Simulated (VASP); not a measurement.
A run of VASP 6.6.1 is set up as follows.

The input INCAR:

```
SYSTEM = Ti3H
ALGO     = Normal         ! electronic algorithm
DIPOL    = 0.5 0.5 0.325
EDIFF    = 1E-7           ! SCF threshold, eV
ENCUT    = 520            ! plane-wave cutoff, eV
GGA      = PE             ! functional
IDIPOL   = 3            
ISIF     = 2              ! what is computed and relaxed
ISMEAR   = 0              ! smearing method
LASPH    = .True.         ! aspherical terms in the spheres
LCHARG   = .False.        ! write CHGCAR
LDIPOL   = .True.       
LREAL    = .False.        ! projectors in reciprocal space
LWAVE    = .False.        ! write WAVECAR
NBANDS   = 47             ! bands
NELM     = 60             ! most SCF steps
PREC     = Accurate       ! precision mode
SIGMA    = 0.1            ! smearing width, eV
```

The input KPOINTS:

```
k-points
0
Gamma
  6 6 1
  0 0 0
```

File POSCAR:

```
Ti3H
1.0
    4.6037402164      0.0000000000      0.0000000000
   -2.3018701082      3.9869559799      0.0000000000
    0.0000000000      0.0000000000     22.4968206792
Ti H
6 2
Direct
    0.6666666667      0.3333333333      0.1778029019
    0.3333333333      0.6666666667      0.2195747837
    0.0000000000      0.0000000000      0.2613466656
    0.6666666667      0.3333333333      0.2980472718
    0.3333333333      0.6666666667      0.3304570052
    0.0000000000      0.0000000000      0.3776898434
    0.4001898503      1.0000000000      0.4688138306
    0.5998101497      1.0000000000      0.4688138306
```

Potentials or basis: VASP PAW PBE potentials, release 64 (Ti_sv, H).

The run is started by

```bash
$ cat potpaw_PBE.64/Ti_sv/POTCAR potpaw_PBE.64/H/POTCAR > POTCAR
$ mpirun -np 1 vasp_std > vasp.out
```

(1) Estimate the band gap on the k mesh.

(2) What does it give for the largest force?

## Answers

(1) zero (bands 37 and 38 overlap by 0.24 eV).

(2) 3.038 eV/Å.
